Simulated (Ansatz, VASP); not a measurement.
# Ba3Rh in VASP and in Ansatz

```
Ba Rh
1.0
     5.27890    0.00000    0.00000
     0.00000    5.27890    0.00000
     0.00000    0.00000    5.27890
Ba Rh
3 1
Direct
  0.00000 0.50000 0.50000
  0.50000 0.00000 0.50000
  0.50000 0.50000 0.00000
  0.00000 0.00000 0.00000
```

Alike in both runs: functional PBE; k mesh 10 × 10 × 10; occupations gaussian, width 0.1 eV; no spin polarisation.

Ansatz relaxed the structure, and its values are those at the end. VASP's run is a single point on that final structure, the one shown.

|  | VASP | Ansatz |
| --- | --- | --- |
| version | VASP 6.6.1 | Ansatz 0.2.0 |
| potentials or method | VASP PAW PBE potentials, release 64 (Ba_sv, Rh_pv), cutoff 520 eV | scalar-relativistic, plane waves, PAW |
| valence electrons in the cell | 45 | 47 |

```tsv
	VASP	Ansatz	Ansatz less VASP
gap on the k mesh at the Fermi level (eV)	none	none	-
pressure (GPa)	0.6	0.0	-0.66
```

A gap of «none» marks a metal or a gap that the smearing closes. With one functional, cell and mesh, what is left measures potentials, basis and numerics. VASP's potentials hold 45 valence electrons a cell and Ansatz's 47, so a difference there can come from the potentials and not from the codes.

Spin-orbit coupling is off throughout.
